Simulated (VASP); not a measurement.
## VH: relaxation of cell and atoms with PBEsol+D3(BJ)

Crystal: VH.

```
V H
1.0
     0.00000    1.96375    1.96375
     1.96375    0.00000    1.96375
     1.96375    1.96375    0.00000
V H
1 1
Cartesian
  0.0000 0.0000 0.0000
  1.9638 1.9638 1.9638
```

```json
{
 "Program": "VASP 6.6.1",
 "Task": "relaxation of cell and atoms",
 "Functional": "PBEsol",
 "Dispersion": "D3(BJ)",
 "Potentials or basis": "VASP PAW PBE potentials, release 64 (V_sv, H)",
 "Cutoff": "600 eV",
 "k mesh": "12 × 12 × 12",
 "Occupations": "fermi-dirac, width 0.1 eV",
 "Spin": "collinear spin, ferromagnetic start",
 "Starting moments": "[1.5, 0.0] μB",
 "Dipole correction": "no",
 "Further INCAR settings": "ALGO = Normal; EDIFF = 1e-06; IBRION = 2; EDIFFG = -0.02; NSW = 80; ISIF = 3"
}
```

```yaml
Relaxed_volume: 7.15 Å³/atom
Relaxed_cell: a = 2.725 Å, b = 2.725 Å, c = 2.725 Å, α = 60.00°, β = 60.00°, γ = 60.00°
Space_group_after_relaxing_to_0.1_Å: Fm-3m (No. 225)
Energy_gained_by_relaxing: 16.0 meV/atom
Ionic_steps: 3
Pressure_after_relaxing: 0.1 GPa
Band_gap_on_the_k_mesh: zero (filled and empty bands overlap)
Net_moment: 0.00 μB per cell
Valence_electrons_inside_the_program's_atomic_spheres: V 11.76; H 0.58
Dispersion_energy_per_atom: -0.393 eV
```

Step by step:
```
step  energy change (eV)  largest force (eV/Å)  pressure (GPa)  volume (Å³)
   1              0.0000                0.0000          -11.75        15.15
   2             -0.0259                0.0000            5.66        13.96
   3             -0.0320                0.0000            0.14        14.31
```

Final structure:
```
V H
1.0
     0.00000    1.92676    1.92676
     1.92676    0.00000    1.92676
     1.92676    1.92676    0.00000
V H
1 1
Direct
  0.00000 0.00000 0.00000
  0.50000 0.50000 0.50000
```

Levels at points of the mesh, in eV from the Fermi level:
Spin up:
```tsv
k point	band 3	band 4	band 5	band 6	band 7	band 8	band 9	band 10	band 11	band 12
(0.00, 0.00, 0.00)	-37.36	-37.36	-10.83	-0.09	-0.09	-0.09	1.53	1.53	13.41	16.80
(0.50, 0.00, 0.00)	-37.45	-37.45	-5.46	-4.06	-0.54	-0.54	2.82	2.82	7.90	10.97
(0.50, 0.50, 0.00)	-37.64	-37.64	-7.97	-2.91	1.90	2.71	3.22	3.22	7.29	11.26
```
Spin down:
| k point | band 4 | band 5 | band 6 | band 7 | band 8 | band 9 | band 10 | band 11 |
| --- | --- | --- | --- | --- | --- | --- | --- | --- |
| (0.00, 0.00, 0.00) | -37.36 | -10.83 | -0.09 | -0.09 | -0.09 | 1.53 | 1.53 | 13.41 |
| (0.50, 0.00, 0.00) | -37.45 | -5.46 | -4.06 | -0.54 | -0.54 | 2.82 | 2.82 | 7.90 |
| (0.50, 0.50, 0.00) | -37.64 | -7.97 | -2.91 | 1.90 | 2.71 | 3.22 | 3.22 | 7.29 |

Wall time 24 s on 1 thread of Intel(R) Xeon(R) 6975P-C (Granite Rapids), on a shared host, peak memory 0.18 GiB.

Caveat: the moments typed at the start vanished in this run; the PAW data sets were made with another functional, which shifts forces and pressure a little.
